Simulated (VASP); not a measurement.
Wanted: the native input for a VASP 6.6.1 run.

```yaml
Task: single point
Functional: PBE
Potentials_or_basis: VASP PAW PBE potentials, release 64 (W_sv)
Cutoff: 500 eV
k_mesh: 18 × 18 × 18
Occupations: gaussian, width 0.1 eV
Spin: no spin polarisation
Dipole_correction: no
Further_INCAR_settings: ALGO = Normal; EDIFF = 1e-06; NBANDS = 13
```

The structure of W lies in POSCAR:

```
W
1.0
   -1.6075388928      1.6075388928      1.6075388928
    1.6075388928     -1.6075388928      1.6075388928
    1.6075388928      1.6075388928     -1.6075388928
W
1
Direct
    0.0000000000      0.0000000000      0.0000000000
```

This cell differs from its parent crystal: volume scaled by 1.03.

The input as run:

INCAR

```
ALGO     = Normal         # electronic algorithm
EDIFF    = 1E-6           # SCF threshold, eV
ENCUT    = 500            # plane-wave cutoff, eV
GGA      = PE             # functional
GGA_COMPAT= False        
ISIF     = 2              # what is computed and relaxed
ISMEAR   = 0              # smearing method
LASPH    = True           # aspherical terms in the spheres
LCHARG   = False          # write CHGCAR
LREAL    = False          # projectors in reciprocal space
LWAVE    = False          # write WAVECAR
NBANDS   = 13             # bands
NELM     = 120            # most SCF steps
PREC     = Accurate       # precision mode
SIGMA    = 0.1            # smearing width, eV
```

KPOINTS

```
k-points
0
Gamma
  18 18 18
```

Potentials or basis: VASP PAW PBE potentials, release 64 (W_sv).

The run is started by

```bash
$ cat potpaw_PBE.64/W_sv/POTCAR > POTCAR
$ mpirun -np 1 vasp_std > vasp.out
```

It gave:

- Pressure: -8.1 GPa
- Band gap on the k mesh: zero (band 7 reaches 15.61 eV, above the bottom of band 8 at 9.62 eV)

Caveat: spin-orbit coupling is left out, which moves the levels of the heavy elements.

Run time: 14 s on 1 thread of AMD EPYC 9R45 96-Core Processor (Zen 5), with other jobs on the host, peak memory 0.12 GiB.
